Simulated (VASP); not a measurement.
# Ta3P2 (P-3m1) in VASP: a series of runs

Ta3P2 is run at these levels: PBE; tasks: single point, relaxation of cell and atoms.

All numbers are computed with VASP 6.6.1; they aren't measurements. Logs are shortened: lines on timing, memory, paths and dates and some standing lists are left out, and cuts for length are marked.

**1. The cell of the first run**

It takes space group P-3m1 (No. 164, trigonal). Conventional cell: a = 3.943 Å, b = 3.943 Å, c = 6.135 Å, α = 90.00°, β = 90.00°, γ = 120.00°. Within 3.6 Å of Ta (site symmetry -3m) lie 6 P at 2.73 Å and 6 Ta at 3.15 Å. Within 3.2 Å of Ta (site symmetry 3m) lie 4 P at 2.37 to 2.45 Å and 6 Ta at 2.89 to 3.15 Å. P (site symmetry 3m) has 7 Ta at 2.37 to 2.73 Å within 3.1 Å.

**2. Single point, PBE**

INCAR

```
SYSTEM = Ta3P2
ALGO     = Normal         ! electronic algorithm
EDIFF    = 1E-6           ! SCF threshold, eV
ENCUT    = 520            ! plane-wave cutoff, eV
GGA      = PE             ! functional
ISIF     = 2              ! what is computed and relaxed
ISMEAR   = 0              ! smearing method
LASPH    = .True.         ! aspherical terms in the spheres
LCHARG   = .False.        ! write CHGCAR
LREAL    = .False.        ! projectors in reciprocal space
LWAVE    = .False.        ! write WAVECAR
NBANDS   = 30             ! bands
NELM     = 80             ! most SCF steps
PREC     = Accurate       ! precision mode
SIGMA    = 0.1            ! smearing width, eV
```

KPOINTS

```
k-points
0
Gamma
  6 6 4
  0 0 0
```

POSCAR

```
Ta3P2
1.0
    3.9433692111      0.0000000000      0.0000000000
   -1.9716846055      3.4150579133      0.0000000000
    0.0000000000      0.0000000000      6.1352419451
Ta P
3 2
Direct
    0.0000000000      0.0000000000      0.0000000000
    0.3333333333      0.6666666667      0.6450000000
    0.6666666667      0.3333333333      0.3550000000
    0.3333333333      0.6666666667      0.2450000000
    0.6666666667      0.3333333333      0.7550000000
```

Potentials or basis: VASP PAW PBE potentials, release 64 (Ta_pv, P).

Launch:

```bash
$ cat potpaw_PBE.64/Ta_pv/POTCAR potpaw_PBE.64/P/POTCAR > POTCAR
$ mpirun -np 1 vasp_std > vasp.out
```

OUTCAR:

```text
SYSTEM = Ta3P2
   EDIFF = 1E-6
   ENCUT = 520
   GGA = PE
   ISIF = 2
   ISMEAR = 0
   LASPH = .True.
   LREAL = .False.
   NELM = 80
   PREC = Accurate

 ion  position               nearest neighbor table
   1  0.000  0.000  0.000-   4 2.73   5 2.73   4 2.73   5 2.73   5 2.73   4 2.73   2 3.15   3 3.15
                             2 3.15   3 3.15   2 3.15   3 3.15
   2  0.333  0.667  0.645-   5 2.37   5 2.37   5 2.37   4 2.45   3 2.89   3 2.89   3 2.89   1 3.15
                             1 3.15   1 3.15
   3  0.667  0.333  0.355-   4 2.37   4 2.37   4 2.37   5 2.45   2 2.89   2 2.89   2 2.89   1 3.15
                             1 3.15   1 3.15
   4  0.333  0.667  0.245-   3 2.37   3 2.37   3 2.37   2 2.45   1 2.73   1 2.73   1 2.73
   5  0.667  0.333  0.755-   2 2.37   2 2.37   2 2.37   3 2.45   1 2.73   1 2.73   1 2.73

  LATTYP: Found a hexagonal cell.
 ALAT       =     3.9433692111
 C/A-ratio  =     1.5558375634

  Lattice vectors:

 A1 = (   3.9433692111,   0.0000000000,   0.0000000000)
 A2 = (  -1.9716846055,   3.4150579133,   0.0000000000)
 A3 = (   0.0000000000,   0.0000000000,   6.1352419451)

Analysis of symmetry for initial positions (statically):
=====================================================================
 Subroutine PRICEL returns:
 Original cell was already a primitive cell.

 Routine SETGRP: Setting up the symmetry group for a
 hexagonal supercell.

 Subroutine GETGRP returns: Found 12 space group operations
 (whereof 12 operations were pure point group operations)
 out of a pool of 24 trial point group operations.

The static configuration has the point symmetry D_3d.

Analysis of symmetry for dynamics (positions and initial velocities):
=====================================================================
 Subroutine PRICEL returns:
 Original cell was already a primitive cell.

 Routine SETGRP: Setting up the symmetry group for a
 hexagonal supercell.

 Subroutine GETGRP returns: Found 12 space group operations
 (whereof 12 operations were pure point group operations)
 out of a pool of 24 trial point group operations.

The dynamic configuration has the point symmetry D_3d.

 Subroutine INISYM returns: Found 12 space group operations
 (whereof 12 operations are pure point group operations),
 and found     1 'primitive' translations

----------------------------------------------------------------------------------------

                                     Primitive cell

  volume of cell :      82.6223

  direct lattice vectors                    reciprocal lattice vectors
     3.943369211  0.000000000  0.000000000     0.253590254  0.146410401  0.000000000
    -1.971684605  3.415057913  0.000000000     0.000000000  0.292820803  0.000000000
     0.000000000  0.000000000  6.135241945     0.000000000  0.000000000  0.162992757

  length of vectors
     3.943369211  3.943369211  6.135241945     0.292820803  0.292820803  0.162992757

  position of ions in fractional coordinates (direct lattice)
     0.000000000  0.000000000  0.000000000
     0.333333333  0.666666667  0.645000000
     0.666666667  0.333333333  0.355000000
     0.333333333  0.666666667  0.245000000
     0.666666667  0.333333333  0.755000000

  ion indices of the primitive-cell ions
   primitive index   ion index
                 1           1
                 2           2
                 3           3
                 4           4
                 5           5

----------------------------------------------------------------------------------------

 KPOINTS: k-points

Automatic generation of k-mesh.
 Grid dimensions read from file:
 generate k-points for:    6    6    4

 Generating k-lattice:

  Cartesian coordinates                     Fractional coordinates (reciprocal lattice)
     0.042265042  0.024401734  0.000000000     0.166666667  0.000000000  0.000000000
     0.000000000  0.048803467  0.000000000     0.000000000  0.166666667  0.000000000
     0.000000000  0.000000000  0.040748189     0.000000000  0.000000000  0.250000000

  Length of vectors
     0.048803467  0.048803467  0.040748189

  Shift w.r.t. Gamma in fractional coordinates (k-lattice)
     0.000000000  0.000000000  0.000000000

 Subroutine IBZKPT returns following result:
 ===========================================

 Found     24 irreducible k-points:

 Following reciprocal coordinates:
            Coordinates               Weight
  0.000000  0.000000  0.000000      1.000000
  0.166667  0.000000  0.000000      6.000000
  0.333333  0.000000  0.000000      6.000000
  0.500000  0.000000  0.000000      3.000000
  0.166667  0.166667  0.000000      6.000000
  0.333333  0.166667  0.000000     12.000000
[... 16 lines left out ...]
  0.333333  0.166667  0.500000     12.000000
  0.333333  0.333333  0.500000      2.000000
   k-points           NKPTS =     24   k-points in BZ     NKDIM =     24   number of bands    NBANDS=     30
   number of dos      NEDOS =    301   number of ions     NIONS =      5
   total plane-waves  NPLWV =  43200
   dimension x,y,z NGX =    30 NGY =   30 NGZ =   48
   dimension x,y,z NGXF=    60 NGYF=   60 NGZF=   96
   ions per type =               3   2
   NGX,Y,Z   is equivalent  to a cutoff of  12.65, 12.65, 13.01 a.u.
   NGXF,Y,Z  is equivalent  to a cutoff of  25.30, 25.30, 26.01 a.u.
 SYSTEM =  Ta3P2
   PREC   = accura    normal or accurate (medium, high low for compatibility)
   ISTART =      0    job   : 0-new  1-cont  2-samecut
   ICHARG =      2    charge: 1-file 2-atom 10-const
   ISPIN  =      1    spin polarized calculation?
   LNONCOLLINEAR =      F non collinear calculations
   LSORBIT =      F    spin-orbit coupling
   LASPH  =      T    aspherical Exc in radial PAW
   ENCUT  =  520.0 eV  38.22 Ry    6.18 a.u.   7.33  7.33 11.41*2*pi/ulx,y,z
   NELM   =     80;   NELMIN=  2; NELMDL= -5     # of ELM steps
   EDIFF  = 0.1E-05   stopping-criterion for ELM
   LREAL  =      F    real-space projection
   EDIFFG = 0.1E-04   stopping-criterion for IOM
   NSW    =      0    number of steps for IOM
   IBRION =     -1    ionic relax: 0-MD 1-quasi-New 2-CG
   NFREE  =      0    steps in history (QN), initial steepest desc. (CG)
   ISIF   =      2    stress and relaxation
   ISYM   =      2    0-nonsym 1-usesym 2-fastsym
   POTIM  = 0.5000    time-step for ionic-motion
   TEBEG  =    0.0;   TEEND  =   0.0 temperature during run
   PSTRESS=    0.0 pullay stress
   NELECT =      43.0000    total number of electrons
   NUPDOWN=      -1.0000    fix difference up-down
   EMIN   =  10.00;   EMAX   =-10.00  energy-range for DOS
   EFERMI =   0.00;   METHOD = LEGACY
   ISMEAR =     0;   SIGMA  =   0.10  broadening in eV -4-tet -1-fermi 0-gaus
   EFERMI_NEDOS =   21; number of points for ismear=-14 and -15
   IALGO  =     38    algorithm
   IMIX   =      4    mixing-type and parameters
     AMIX     =   0.40;   BMIX     =  1.00
     AMIX_MAG =   1.60;   BMIX_MAG =  1.00
  volume/ion in A,a.u.               =      16.52       111.51
  Fermi-wavevector in a.u.,A,eV,Ry     =   1.316837  2.488460 23.593303  1.734059
  Thomas-Fermi vector in A             =   2.446920
   LORBIT       =      0    0 simple, 1 ext, 2 COOP (PROOUT), +10 PAW based schemes
   GGA     = PE    functional components
   LHFCALC =     F    Hartree Fock is set to
   AEXX    =    0.0000 exact exchange contribution
   IVDW    =     0    specifies the selected vdW correction
   LEPSILON=     F    determine dielectric tensor
   LRPA    =     F    only Hartree local field effects (RPA)
 non-spin polarized calculation
 Gauss-broadening in eV      SIGMA  =   0.10
  energy-cutoff  :      520.00
  volume of cell :       82.62
 maximum number of plane-waves:      2267
 NGX is ok and might be reduce to    30
   NGX = 15   NGY = 15   NGZ = 23

 number of electron      42.9999996 magnetization

 Free energy of the ion-electron system (eV)
  ---------------------------------------------------
  ext. energy  EPLUGINS =         0.00000000
  ---------------------------------------------------
  free energy    TOTEN  =       -47.34258735 eV

  energy without entropy =      -47.32138829  energy(sigma->0) =      -47.33198782

 E-fermi :   7.7562     XC(G=0): -12.0515

 val. band max:        7.7412603995   @ k =   0.1667   0.1667   0.2500
 cond. band min:       7.7646907690   @ k =   0.1667   0.0000   0.0000
 fundamental gap:      0.0234303696
 Fermi energy:         7.7562021585

 k-point     1 :       0.0000    0.0000    0.0000
  band No.  band energies     occupation
      1     -27.6941      2.00000
      2     -27.6941      2.00000
      3     -27.6748      2.00000
      4     -26.8219      2.00000
      5     -26.8219      2.00000
      6     -26.8163      2.00000
[... 22 lines left out ...]
     29      10.2899      0.00000
     30      11.7831      0.00000

 k-point     2 :       0.1667    0.0000    0.0000
  band No.  band energies     occupation
      1     -27.7106      2.00000
      2     -27.6985      2.00000
      3     -27.6754      2.00000
      4     -26.8494      2.00000
      5     -26.8337      2.00000
      6     -26.8311      2.00000
[... 22 lines left out ...]
     29      10.8926      0.00000
     30      11.5539      0.00000

 k-point     3 :       0.3333    0.0000    0.0000
  band No.  band energies     occupation
      1     -27.7398      2.00000
      2     -27.7075      2.00000
      3     -27.6732      2.00000
      4     -26.9230      2.00000
      5     -26.8616      2.00000
      6     -26.8558      2.00000
[... 22 lines left out ...]
     29      11.2690      0.00000
     30      12.5209      0.00000

 k-point     4 :       0.5000    0.0000    0.0000
  band No.  band energies     occupation
      1     -27.7526      2.00000
      2     -27.7119      2.00000
      3     -27.6700      2.00000
      4     -26.9667      2.00000
      5     -26.8760      2.00000
      6     -26.8662      2.00000
[... 616 lines left out ...]
     29      11.2544      0.00000
     30      12.0987      0.00000

 k-point    23 :       0.3333    0.1667    0.5000
  band No.  band energies     occupation
      1     -27.7504      2.00000
      2     -27.7193      2.00000
      3     -27.6691      2.00000
      4     -26.9284      2.00000
      5     -26.9031      2.00000
      6     -26.8736      2.00000
[... 22 lines left out ...]
     29      11.7600      0.00000
     30      11.8480      0.00000

 k-point    24 :       0.3333    0.3333    0.5000
  band No.  band energies     occupation
      1     -27.7415      2.00000
      2     -27.7415      2.00000
      3     -27.6712      2.00000
      4     -26.9105      2.00000
      5     -26.9105      2.00000
      6     -26.8928      2.00000
[... 22 lines left out ...]
     29      11.6391      0.00000
     30      12.2932      0.00000

------------------------ aborting loop because EDIFF is reached ----------------------------------------

  FORCE on cell =-STRESS in cart. coord.  units (eV):
  Direction    XX          YY          ZZ          XY          YZ          ZX
  --------------------------------------------------------------------------------------
  -------------------------------------------------------------------------------------
  Total        5.2684469      5.2684469      5.5137400      0.0000000      0.0000000      0.0000000
  in kB      102.1635517    102.1635517    106.9201739      0.0000000      0.0000000      0.0000000
  external PRESSURE =     103.7490924 kB  Pullay stress =       0.0000000 kB

 VOLUME and BASIS-vectors are now :
 -----------------------------------------------------------------------------
  energy-cutoff  :      520.00
  volume of cell :       82.62
      direct lattice vectors                 reciprocal lattice vectors
     3.943369211  0.000000000  0.000000000     0.253590254  0.146410401  0.000000000
    -1.971684605  3.415057913  0.000000000     0.000000000  0.292820803  0.000000000
     0.000000000  0.000000000  6.135241945     0.000000000  0.000000000  0.162992757

 POSITION                                       TOTAL-FORCE (eV/Angst)
 -----------------------------------------------------------------------------------
      0.00000      0.00000      0.00000        -0.000000      0.000000     -0.000000
     -0.00000      2.27671      3.95723         0.000000     -0.000000      0.433663
      1.97168      1.13835      2.17801        -0.000000      0.000000     -0.433663
     -0.00000      2.27671      1.50313         0.000000      0.000000     -1.830469
      1.97168      1.13835      4.63211        -0.000000     -0.000000      1.830469
 -----------------------------------------------------------------------------------
    total drift:                                0.000000      0.000000     -0.000000

  FREE ENERGIE OF THE ION-ELECTRON SYSTEM (eV)
  ---------------------------------------------------
  free  energy   TOTEN  =       -47.3425873517 eV

  energy  without entropy=      -47.3213882866  energy(sigma->0) =      -47.33198782
```

Wall time 75 s (1 thread of Intel Xeon Platinum 8259CL at 2.50GHz (Skylake/Cascade Lake), shared host); peak memory 0.22 GiB.

Results:

```
Free energy            : -47.3426 eV
Pressure               : 10.4 GPa
Largest force          : 1.830 eV/Å
Band gap on the k mesh : zero (an odd number of electrons rules out a gap without spin polarisation)
```

Forces in eV/Å, atoms in the order of the input:
```
Ta   0.000  0.000  0.000
Ta   0.000  0.000  0.434
Ta   0.000  0.000 -0.434
P    0.000  0.000 -1.830
P    0.000  0.000  1.830
```

Stress tensor (GPa, compression positive):
```
10.22  0.00  0.00
 0.00 10.22  0.00
 0.00  0.00 10.69
```

Caveat: the cell stands under pressure; spin-orbit coupling is left out, which moves the levels of the heavy elements; forces of over 1 eV/Å act on the atoms, so gaps and moduli don't describe the material at rest.

**3. Single point, PBE**

This run uses another cell than the first one, of 17.00 Å³/atom.

INCAR

```
PREC     = Accurate       # precision mode
ENCUT    = 520            # plane-wave cutoff, eV
EDIFF    = 1E-6           # SCF threshold, eV
ISMEAR   = 0              # smearing method
SIGMA    = 0.1            # smearing width, eV
LREAL    = F              # projectors in reciprocal space
LASPH    = T              # aspherical terms in the spheres
NELM     = 80             # most SCF steps
ALGO     = Normal         # electronic algorithm
ISIF     = 2              # what is computed and relaxed
LWAVE    = F              # write WAVECAR
LCHARG   = F              # write CHGCAR
GGA      = PE             # functional
NBANDS   = 30             # bands
```

KPOINTS

```
Automatic mesh
0
Gamma
  6 6 4
```

POSCAR

```
Ta3P2
1.0
    4.0014941883      0.0000000000      0.0000000000
   -2.0007470941      3.4653956202      0.0000000000
    0.0000000000      0.0000000000      6.1285372469
Ta P
3 2
Direct
    0.0000000000      0.0000000000      0.0000000000
    0.3333333333      0.6666666667      0.6429743620
    0.6666666667      0.3333333333      0.3570256380
    0.3333333333      0.6666666667      0.2199465963
    0.6666666667      0.3333333333      0.7800534037
```

Potentials or basis: VASP PAW PBE potentials, release 64 (Ta_pv, P).

Launch:

```bash
$ cat potpaw_PBE.64/Ta_pv/POTCAR potpaw_PBE.64/P/POTCAR > POTCAR
$ mpirun -np 1 vasp_std > vasp.out
```

Wall time 75 s (1 thread of Intel Xeon Platinum 8259CL at 2.50GHz (Skylake/Cascade Lake), shared host); peak memory 0.22 GiB.

Results (log left out):

```yaml
Free_energy: -47.6740 eV
Pressure: 0.1 GPa
Largest_force: 0.029 eV/Å
Band_gap_on_the_k_mesh: zero (an odd number of electrons rules out a gap without spin polarisation)
```

Forces on the atoms (eV/Å):
```
Ta   0.000  0.000  0.000
Ta   0.000  0.000 -0.029
Ta   0.000  0.000  0.029
P    0.000  0.000 -0.009
P    0.000  0.000  0.009
```

Stress tensor (GPa, compression positive):
```
0.03 0.00 0.00
0.00 0.03 0.00
0.00 0.00 0.20
```

Levels at points of the mesh, in eV from the Fermi level:
```csv
k point,band 19,band 20,band 21,band 22,band 23,band 24,band 25,band 26
"(0.00, 0.00, 0.00)",-3.06,-0.53,0.52,0.52,0.52,1.19,1.23,1.23
"(0.50, 0.00, 0.00)",-1.82,-1.42,-0.01,0.03,0.19,0.33,0.79,0.88
"(0.00, 0.00, 0.50)",-2.00,-1.25,-1.25,-0.76,-0.44,-0.44,0.95,2.29
"(0.50, 0.00, 0.50)",-1.71,-1.71,-0.64,-0.16,0.18,0.43,0.82,1.65
```

Caveat: spin-orbit coupling is left out, which moves the levels of the heavy elements.

(Part 1 of 2 ends here.)
